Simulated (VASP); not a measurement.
# MgS (P6_3mc) in VASP: further runs

The runs below take MgS through single point, with PBE.

All numbers are computed with VASP 6.6.1; they aren't measurements. Logs are shortened: lines on timing, memory, paths and dates and some standing lists are left out, and cuts for length are marked.

### 1 The cell of the first run

It takes space group P6_3mc (No. 186, hexagonal). The conventional cell has a = 4.035 Å, b = 4.035 Å, c = 6.432 Å, α = 90.00°, β = 90.00°, γ = 120.00°. Mg (site symmetry 3m) has 4 S at 2.45 to 2.47 Å within 3.2 Å. S (site symmetry 3m) has 4 Mg at 2.45 to 2.47 Å within 3.2 Å.

### 2 Single point, PBE

File INCAR:

```
ALGO = Normal
EDIFF = 1E-6
ENCUT = 520
GGA = PE
ISIF = 2
ISMEAR = 0
LASPH = True
LCHARG = False
LREAL = False
LWAVE = False
NBANDS = 16
NELM = 100
PREC = Accurate
SIGMA = 0.1
```

File KPOINTS:

```
k-points
0
Gamma
  6 6 2
```

File POSCAR:

```
MgS
1.0
    4.0346224068      0.0000000000      0.0000000000
   -2.0173112034      3.4940854990      0.0000000000
    0.0000000000      0.0000000000      6.4322941800
Mg S
2 2
Direct
    0.6666666700      0.3333333300      0.4957548500
    0.3333333300      0.6666666700      0.9957548500
    0.3333333300      0.6666666700      0.3792441500
    0.6666666700      0.3333333300      0.8792441500
```

Potentials or basis: VASP PAW PBE potentials, release 64 (Mg, S).

Command:

```sh
cat potpaw_PBE.64/Mg/POTCAR potpaw_PBE.64/S/POTCAR > POTCAR
mpirun -np 1 vasp_std > vasp.out
```

OUTCAR:

```text
EDIFF = 1E-6
   ENCUT = 520
   GGA = PE
   ISIF = 2
   ISMEAR = 0
   LASPH = True
   LREAL = False
   NELM = 100
   PREC = Accurate

 ion  position               nearest neighbor table
   1  0.667  0.333  0.496-   3 2.45   3 2.45   3 2.45   4 2.47
   2  0.333  0.667  0.996-   4 2.45   4 2.45   4 2.45   3 2.47
   3  0.333  0.667  0.379-   1 2.45   1 2.45   1 2.45   2 2.47
   4  0.667  0.333  0.879-   2 2.45   2 2.45   2 2.45   1 2.47

  LATTYP: Found a hexagonal cell.
 ALAT       =     4.0346224068
 C/A-ratio  =     1.5942741430

  Lattice vectors:

 A1 = (   4.0346224068,   0.0000000000,   0.0000000000)
 A2 = (  -2.0173112034,   3.4940854990,   0.0000000000)
 A3 = (   0.0000000000,   0.0000000000,   6.4322941800)

Analysis of symmetry for initial positions (statically):
=====================================================================
 Subroutine PRICEL returns:
 Original cell was already a primitive cell.

 Routine SETGRP: Setting up the symmetry group for a
 hexagonal supercell.

 Subroutine GETGRP returns: Found 12 space group operations
 (whereof  6 operations were pure point group operations)
 out of a pool of 24 trial point group operations.

The static configuration has the point symmetry C_3v.
 The point group associated with its full space group is C_6v.

Analysis of symmetry for dynamics (positions and initial velocities):
=====================================================================
 Subroutine PRICEL returns:
 Original cell was already a primitive cell.

 Routine SETGRP: Setting up the symmetry group for a
 hexagonal supercell.

 Subroutine GETGRP returns: Found 12 space group operations
 (whereof  6 operations were pure point group operations)
 out of a pool of 24 trial point group operations.

The dynamic configuration has the point symmetry C_3v.
 The point group associated with its full space group is C_6v.

 Subroutine INISYM returns: Found 12 space group operations
 (whereof  6 operations are pure point group operations),
 and found     1 'primitive' translations

----------------------------------------------------------------------------------------

                                     Primitive cell

  volume of cell :      90.6781

  direct lattice vectors                    reciprocal lattice vectors
     4.034622407  0.000000000  0.000000000     0.247854669  0.143098960  0.000000000
    -2.017311203  3.494085499  0.000000000     0.000000000  0.286197919  0.000000000
     0.000000000  0.000000000  6.432294180     0.000000000  0.000000000  0.155465526

  length of vectors
     4.034622407  4.034622407  6.432294180     0.286197919  0.286197919  0.155465526

  position of ions in fractional coordinates (direct lattice)
     0.666666670  0.333333330  0.495754850
     0.333333330  0.666666670  0.995754850
     0.333333330  0.666666670  0.379244150
     0.666666670  0.333333330  0.879244150

  ion indices of the primitive-cell ions
   primitive index   ion index
                 1           1
                 2           2
                 3           3
                 4           4

----------------------------------------------------------------------------------------

 KPOINTS: k-points

Automatic generation of k-mesh.
 Grid dimensions read from file:
 generate k-points for:    6    6    2

 Generating k-lattice:

  Cartesian coordinates                     Fractional coordinates (reciprocal lattice)
     0.041309111  0.023849827  0.000000000     0.166666667  0.000000000  0.000000000
     0.000000000  0.047699653  0.000000000     0.000000000  0.166666667  0.000000000
     0.000000000  0.000000000  0.077732763     0.000000000  0.000000000  0.500000000

  Length of vectors
     0.047699653  0.047699653  0.077732763

  Shift w.r.t. Gamma in fractional coordinates (k-lattice)
     0.000000000  0.000000000  0.000000000

 Subroutine IBZKPT returns following result:
 ===========================================

 Found     14 irreducible k-points:

 Following reciprocal coordinates:
            Coordinates               Weight
  0.000000  0.000000  0.000000      1.000000
  0.166667  0.000000  0.000000      6.000000
  0.333333 -0.000000  0.000000      6.000000
  0.500000 -0.000000  0.000000      3.000000
  0.166667  0.166667  0.000000      6.000000
  0.333333  0.166667  0.000000     12.000000
  0.333333  0.333333  0.000000      2.000000
  0.000000  0.000000  0.500000      1.000000
  0.166667  0.000000  0.500000      6.000000
  0.333333 -0.000000  0.500000      6.000000
  0.500000 -0.000000  0.500000      3.000000
  0.166667  0.166667  0.500000      6.000000
  0.333333  0.166667  0.500000     12.000000
  0.333333  0.333333  0.500000      2.000000
   k-points           NKPTS =     14   k-points in BZ     NKDIM =     14   number of bands    NBANDS=     16
   number of dos      NEDOS =    301   number of ions     NIONS =      4
   total plane-waves  NPLWV =  43200
   dimension x,y,z NGX =    30 NGY =   30 NGZ =   48
   dimension x,y,z NGXF=    60 NGYF=   60 NGZF=   96
   ions per type =               2   2
   NGX,Y,Z   is equivalent  to a cutoff of  12.36, 12.36, 12.41 a.u.
   NGXF,Y,Z  is equivalent  to a cutoff of  24.72, 24.72, 24.81 a.u.
 SYSTEM =  unknown system
   PREC   = accura    normal or accurate (medium, high low for compatibility)
   ISTART =      0    job   : 0-new  1-cont  2-samecut
   ICHARG =      2    charge: 1-file 2-atom 10-const
   ISPIN  =      1    spin polarized calculation?
   LNONCOLLINEAR =      F non collinear calculations
   LSORBIT =      F    spin-orbit coupling
   LASPH  =      T    aspherical Exc in radial PAW
   ENCUT  =  520.0 eV  38.22 Ry    6.18 a.u.   7.50  7.50 11.96*2*pi/ulx,y,z
   NELM   =    100;   NELMIN=  2; NELMDL= -5     # of ELM steps
   EDIFF  = 0.1E-05   stopping-criterion for ELM
   LREAL  =      F    real-space projection
[... 7 lines left out ...]
   TEBEG  =    0.0;   TEEND  =   0.0 temperature during run
   PSTRESS=    0.0 pullay stress
   NELECT =      16.0000    total number of electrons
   NUPDOWN=      -1.0000    fix difference up-down
   EMIN   =  10.00;   EMAX   =-10.00  energy-range for DOS
   EFERMI =   0.00;   METHOD = LEGACY
   ISMEAR =     0;   SIGMA  =   0.10  broadening in eV -4-tet -1-fermi 0-gaus
   EFERMI_NEDOS =   21; number of points for ismear=-14 and -15
   IALGO  =     38    algorithm
   IMIX   =      4    mixing-type and parameters
     AMIX     =   0.40;   BMIX     =  1.00
     AMIX_MAG =   1.60;   BMIX_MAG =  1.00
  volume/ion in A,a.u.               =      22.67       152.98
  Fermi-wavevector in a.u.,A,eV,Ry     =   0.918221  1.735187 11.471486  0.843130
  Thomas-Fermi vector in A             =   2.043279
   LORBIT       =      0    0 simple, 1 ext, 2 COOP (PROOUT), +10 PAW based schemes
   GGA     = PE    functional components
   LHFCALC =     F    Hartree Fock is set to
   AEXX    =    0.0000 exact exchange contribution
   IVDW    =     0    specifies the selected vdW correction
   LEPSILON=     F    determine dielectric tensor
   LRPA    =     F    only Hartree local field effects (RPA)
 non-spin polarized calculation
 Gauss-broadening in eV      SIGMA  =   0.10
  energy-cutoff  :      520.00
  volume of cell :       90.68
 maximum number of plane-waves:      2460
 NGX is ok and might be reduce to    30
   NGX = 15   NGY = 15   NGZ = 23

 number of electron      16.0000004 magnetization

 Free energy of the ion-electron system (eV)
  ---------------------------------------------------
  ext. energy  EPLUGINS =         0.00000000
  ---------------------------------------------------
  free energy    TOTEN  =       -16.97447970 eV

  energy without entropy =      -16.97447970  energy(sigma->0) =      -16.97447970

 E-fermi :   1.6129     XC(G=0):  -8.3828

 val. band max:        1.1985970831   @ k =   0.0000   0.0000   0.0000
 cond. band min:       4.6325210326   @ k =   0.0000   0.0000   0.0000
 fundamental gap:      3.4339239494
 Fermi energy:         1.6129495622

 k-point     1 :       0.0000    0.0000    0.0000
  band No.  band energies     occupation
      1     -10.2125      2.00000
      2      -9.4835      2.00000
      3      -2.0193      2.00000
      4       0.6176      2.00000
      5       0.6176      2.00000
      6       1.0362      2.00000
[... 8 lines left out ...]
     15       9.6868      0.00000
     16      10.3351      0.00000

 k-point     2 :       0.1667    0.0000    0.0000
  band No.  band energies     occupation
      1     -10.0799      2.00000
      2      -9.4203      2.00000
      3      -1.8075      2.00000
      4      -0.1384      2.00000
      5       0.2562      2.00000
      6       0.4133      2.00000
[... 8 lines left out ...]
     15       9.8499      0.00000
     16       9.9164      0.00000

 k-point     3 :       0.3333   -0.0000    0.0000
  band No.  band energies     occupation
      1      -9.7646      2.00000
      2      -9.3149      2.00000
      3      -1.4041      2.00000
      4      -1.1405      2.00000
      5      -0.7858      2.00000
      6       0.0889      2.00000
[... 8 lines left out ...]
     15       9.8372      0.00000
     16      11.3135      0.00000

 k-point     4 :       0.5000   -0.0000    0.0000
  band No.  band energies     occupation
      1      -9.5472      2.00000
      2      -9.3051      2.00000
      3      -1.8145      2.00000
      4      -1.2487      2.00000
      5      -0.6819      2.00000
      6      -0.0494      2.00000
[... 8 lines left out ...]
     15      10.2526      0.00000
     16      12.2811      0.00000
[... 134 lines left out ...]
 k-point    12 :       0.1667    0.1667    0.5000
  band No.  band energies     occupation
      1      -9.6064      2.00000
      2      -9.6064      2.00000
      3      -1.2668      2.00000
      4      -1.2668      2.00000
      5       0.1641      2.00000
      6       0.1641      2.00000
[... 8 lines left out ...]
     15      10.0995      0.00000
     16      10.0995      0.00000

 k-point    13 :       0.3333    0.1667    0.5000
  band No.  band energies     occupation
      1      -9.4253      2.00000
      2      -9.4253      2.00000
      3      -1.7164      2.00000
      4      -1.7164      2.00000
      5      -0.2436      2.00000
      6      -0.2436      2.00000
[... 8 lines left out ...]
     15      10.5631      0.00000
     16      10.5631      0.00000

 k-point    14 :       0.3333    0.3333    0.5000
  band No.  band energies     occupation
      1      -9.3630      2.00000
      2      -9.3630      2.00000
      3      -1.6044      2.00000
      4      -1.6044      2.00000
      5      -0.7974      2.00000
      6      -0.7974      2.00000
[... 8 lines left out ...]
     15      10.4931      0.00000
     16      10.4931      0.00000

------------------------ aborting loop because EDIFF is reached ----------------------------------------

  FORCE on cell =-STRESS in cart. coord.  units (eV):
  Direction    XX          YY          ZZ          XY          YZ          ZX
  --------------------------------------------------------------------------------------
  -------------------------------------------------------------------------------------
  Total        0.5654642      0.5654642      0.4223643      0.0000000      0.0000000     -0.0000000
  in kB        9.9911021      9.9911021      7.4626904      0.0000000      0.0000000     -0.0000000
  external PRESSURE =       9.1482982 kB  Pullay stress =       0.0000000 kB

 VOLUME and BASIS-vectors are now :
 -----------------------------------------------------------------------------
  energy-cutoff  :      520.00
  volume of cell :       90.68
      direct lattice vectors                 reciprocal lattice vectors
     4.034622407  0.000000000  0.000000000     0.247854669  0.143098960  0.000000000
    -2.017311203  3.494085499  0.000000000     0.000000000  0.286197919  0.000000000
     0.000000000  0.000000000  6.432294180     0.000000000  0.000000000  0.155465526

 POSITION                                       TOTAL-FORCE (eV/Angst)
 -----------------------------------------------------------------------------------
      2.01731      1.16470      3.18884        -0.000000     -0.000000      0.049268
     -0.00000      2.32939      6.40499        -0.000000      0.000000      0.049268
     -0.00000      2.32939      2.43941        -0.000000      0.000000     -0.049268
      2.01731      1.16470      5.65556         0.000000      0.000000     -0.049268
 -----------------------------------------------------------------------------------
    total drift:                               -0.000010      0.000006      0.000183

  FREE ENERGIE OF THE ION-ELECTRON SYSTEM (eV)
  ---------------------------------------------------
  free  energy   TOTEN  =       -16.9744797003 eV

  energy  without entropy=      -16.9744797003  energy(sigma->0) =      -16.97447970
```

Wall time 9.7 s (1 thread of Intel Xeon 6975P-C (Granite Rapids), shared host); peak memory 0.2 GiB.

What came out:

```
Free energy            : -16.9745 eV
Pressure               : 0.9 GPa
Largest force          : 0.049 eV/Å
Band gap on the k mesh : 3.43 eV
```

Forces on the atoms (eV/Å):
```
Mg   0.000  0.000  0.049
Mg   0.000  0.000  0.049
S    0.000  0.000 -0.049
S    0.000  0.000 -0.049
```

Stress tensor (GPa, compression positive):
```
1.00 0.00 0.00
0.00 1.00 0.00
0.00 0.00 0.75
```

Levels at points of the mesh, in eV from the valence-band top:
```tsv
k point	band 4	band 5	band 6	band 7	band 8	band 9	band 10	band 11	band 12	band 13
(0.00, 0.00, 0.00)	-0.58	-0.58	-0.16	-0.16	0.00	3.43	4.67	7.47	7.47	8.21
(0.50, 0.00, 0.00)	-2.45	-1.88	-1.25	-0.93	-0.48	4.72	5.20	5.80	7.49	8.30
(0.00, 0.00, 0.50)	-1.91	-0.38	-0.38	-0.38	-0.38	4.90	4.90	7.61	7.61	7.62
(0.50, 0.00, 0.50)	-3.11	-0.90	-0.90	-0.80	-0.80	4.65	4.65	6.28	6.28	9.22
```

Caveat: the k points lie up to 0.49 Å⁻¹ apart.

### 3 Single point, PBE, non-collinear spin, zero start, spin-orbit coupling

File INCAR:

```
PREC     = Accurate       # precision mode
ENCUT    = 520            # plane-wave cutoff, eV
EDIFF    = 1E-7           # SCF threshold, eV
ISMEAR   = 0              # smearing method
SIGMA    = 0.1            # smearing width, eV
LREAL    = F              # projectors in reciprocal space
LASPH    = T              # aspherical terms in the spheres
NELM     = 150            # most SCF steps
ALGO     = Normal         # electronic algorithm
ISIF     = 2              # what is computed and relaxed
LWAVE    = F              # write WAVECAR
LCHARG   = F              # write CHGCAR
MAGMOM   = 0 0 0 0 0 0 0 0 0 0 0 0 # initial moments
LORBIT   = 11             # projections on sites
LSORBIT  = T              # spin-orbit coupling
GGA_COMPAT= F            
LORBMOM  = T            
GGA      = PE             # functional
ISYM     = -1           
NBANDS   = 30             # bands
```

File KPOINTS:

```
Automatic mesh
0
Gamma
  3 3 1
  0.5 0.5 0.5
```

File POSCAR:

```
MgS
1.0
    4.0346224068      0.0000000000      0.0000000000
   -2.0173112034      3.4940854990      0.0000000000
    0.0000000000      0.0000000000      6.4322941800
Mg S
2 2
Direct
    0.6666666667      0.3333333333      0.4957548500
    0.3333333333      0.6666666667      0.9957548500
    0.3333333333      0.6666666667      0.3792441500
    0.6666666667      0.3333333333      0.8792441500
```

Potentials or basis: VASP PAW PBE potentials, release 64 (Mg, S).

Command:

```sh
cat potpaw_PBE.64/Mg/POTCAR potpaw_PBE.64/S/POTCAR > POTCAR
mpirun -np 1 vasp_ncl > vasp.out
```

It took 37 s on 1 thread of Intel Xeon 6975P-C (Granite Rapids), shared host; peak memory 0.36 GiB.

Results (log left out):

```
Free energy                                           : -16.8759 eV
Pressure                                              : 1.1 GPa
Largest force                                         : 0.051 eV/Å
Net moment                                            : 0.00 μB per cell
Valence electrons inside the program's atomic spheres : Mg 0.34; S 3.82
```

Forces in eV/Å, atoms in the order of the input:
```
Mg   0.008 -0.005  0.044
Mg  -0.008  0.005  0.044
S   -0.024  0.014 -0.044
S    0.024 -0.014 -0.044
```

Stress tensor (GPa, compression positive):
```
0.38 0.39 0.00
0.39 0.83 0.00
0.00 0.00 2.21
```

Moments on the atoms (μB; x, y, z):
```
Mg  0.00 0.00 0.00
Mg  0.00 0.00 0.00
S   0.00 0.00 0.00
S   0.00 0.00 0.00
```

Caveat: the k points lie up to 0.98 Å⁻¹ apart.
